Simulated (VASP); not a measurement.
Sn3S5:

```
Sn S
1.0
     3.63122    2.09649    4.57693
    -3.63122    2.09649    4.57693
     0.00000   -4.19297    4.57693
Sn S
3 5
Cartesian
  1.4881 0.0000 6.8654
  -0.7441 1.2888 6.8654
  -0.7441 -1.2888 6.8654
  -3.5872 0.0000 6.8654
  1.7936 -3.1066 6.8654
  1.7936 3.1066 6.8654
  0.0000 0.0000 5.6958
  0.0000 0.0000 8.0350
```

```yaml
Program: VASP 6.6.1
Task: relaxation of cell and atoms
Functional: PBE
Potentials_or_basis: VASP PAW PBE potentials, release 64 (Sn_d, S)
Cutoff: 600 eV
k_mesh: 3 × 3 × 3
Occupations: gaussian, width 0.2 eV
Spin: no spin polarisation
```

At the start: pressure 66.3 GPa; volume 26.13 Å³/atom.

Task: Where does the relaxation end?

Result: Over 36 steps the energy falls by 3940.4 meV/atom and the volume is 33.82 Å³/atom (+29.4 %); space group R32 (No. 155, to 0.05 Å).

The path:
| step | energy change (eV) | largest force (eV/Å) | pressure (GPa) | volume (Å³) |
| --- | --- | --- | --- | --- |
| 1 | 0.0000 | 38.6107 | 66.33 | 209.06 |
| 2 | 195.3566 | 264.8884 | 64.56 | 736.86 |
| 3 | 1.6921 | 44.6555 | 33.09 | 324.59 |
| 4 | -3.4280 | 38.7011 | 30.61 | 301.84 |
| 5 | -12.7394 | 28.6568 | 27.82 | 252.62 |
| 6 | -16.0681 | 24.2595 | 29.05 | 230.15 |
| 7 | -13.4475 | 1.4901 | -3.52 | 704.03 |
| 8 | -14.8476 | 1.3287 | -3.98 | 633.11 |
| 9 | -16.3199 | 1.1204 | -4.56 | 572.09 |
| 10 | -23.7812 | 1.2250 | -7.05 | 376.48 |
| 11 | -27.9407 | 1.5810 | -6.84 | 297.58 |
| 12 | -29.0862 | 1.9810 | -3.42 | 262.49 |
| 13 | -29.0952 | 2.4395 | -2.38 | 257.06 |
| 14 | -29.1002 | 2.2737 | -2.75 | 258.90 |
| 15 | -30.1432 | 2.5152 | 0.44 | 231.30 |
| 16 | -30.2704 | 2.5597 | 3.58 | 218.21 |
| 17 | -30.8719 | 1.2313 | 1.79 | 222.48 |
| 18 | -30.9024 | 1.6049 | 1.71 | 224.65 |
| 19 | -31.2263 | 0.6855 | -0.85 | 233.94 |
| 20 | -31.2585 | 0.6297 | -1.75 | 238.15 |
| 21 | -31.3764 | 0.4650 | -0.03 | 231.81 |
| 22 | -31.3804 | 0.4249 | 0.39 | 230.45 |
| 23 | -31.4046 | 0.3433 | 0.29 | 231.59 |
| 24 | -31.4261 | 0.1709 | 0.10 | 234.03 |
| 25 | -31.4395 | 0.0897 | 0.28 | 235.39 |
| 26 | -31.4537 | 0.2039 | 0.77 | 238.54 |
| 27 | -31.4598 | 0.1867 | 0.65 | 239.95 |
| 28 | -31.4745 | 0.1376 | 0.32 | 244.20 |
| 29 | -31.4896 | 0.1008 | -0.27 | 252.78 |
| 30 | -31.4911 | 0.0975 | -0.49 | 256.48 |
| 31 | -31.5037 | 0.0926 | -0.33 | 258.98 |
| 32 | -31.5187 | 0.1025 | 0.13 | 265.56 |
| 33 | -31.5188 | 0.1058 | 0.16 | 265.93 |
| 34 | -31.5215 | 0.0851 | 0.01 | 268.49 |
| 35 | -31.5221 | 0.1127 | -0.08 | 270.15 |
| 36 | -31.5235 | 0.0533 | -0.01 | 270.58 |

Final structure:
```yaml
crystal:
  lattice:
    - [3.78098, 2.18295, 5.46390]
    - [-3.78098, 2.18295, 5.46390]
    - [0.00000, -4.36590, 5.46390]
  atoms:
    - { symbol: Sn, position: [0.75842, 0.24158, 0.50000] }
    - { symbol: Sn, position: [0.50000, 0.75842, 0.24158] }
    - { symbol: Sn, position: [0.24158, 0.50000, 0.75842] }
    - { symbol: S, position: [0.10022, 0.89978, 0.50000] }
    - { symbol: S, position: [0.50000, 0.10022, 0.89978] }
    - { symbol: S, position: [0.89978, 0.50000, 0.10022] }
    - { symbol: S, position: [0.39147, 0.39147, 0.39147] }
    - { symbol: S, position: [0.60853, 0.60853, 0.60853] }
```

Caveat: the k points lie up to 0.34 Å⁻¹ apart in the final cell; the volume moved by over 15 % at a fixed basis, so the end points are rough; the relaxation stopped at a loose force limit of 0.08 eV/Å, so its end isn't a converged minimum.
